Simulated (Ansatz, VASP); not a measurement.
# TaN in VASP and in Ansatz

```
CELL_PARAMETERS angstrom
-0.08765 2.14451 2.14451
2.14451 -0.08765 2.14451
2.14451 2.14451 -0.08765
ATOMIC_POSITIONS crystal
Ta 0.50000 0.50000 0.50000
N 0.00000 0.00000 0.00000
```

Alike in both runs: task single point; functional PBEsol; k mesh 20 × 20 × 20; occupations gaussian, width 0.15 eV; no spin polarisation.

|  | VASP | Ansatz |
| --- | --- | --- |
| version | VASP 6.6.1 | Ansatz 0.2.0 |
| potentials or method | VASP PAW PBE potentials, release 64 (Ta_pv, N), cutoff 520 eV | scalar-relativistic, plane waves, PAW |
| valence electrons in the cell | 16 | 18 |

|  | VASP | Ansatz | Ansatz less VASP |
| --- | --- | --- | --- |
| gap on the k mesh at the Fermi level (eV) | none | none | - |
| pressure (GPa) | 1.4 | 0.1 | -1.26 |
| traceless stress, the component that is largest in VASP (GPa) | 3.08 | 3.11 | +0.036 |

VASP's potentials were made for PBE, not for PBEsol, and Ansatz warns of the same on its side. A gap of «none» marks a metal or a gap that the smearing closes. The functional is the same, so the differences come from potentials, cutoffs and numerics. VASP's potentials hold 16 valence electrons a cell and Ansatz's 18, so a difference there can come from the potentials and not from the codes.

Spin-orbit coupling is off throughout.
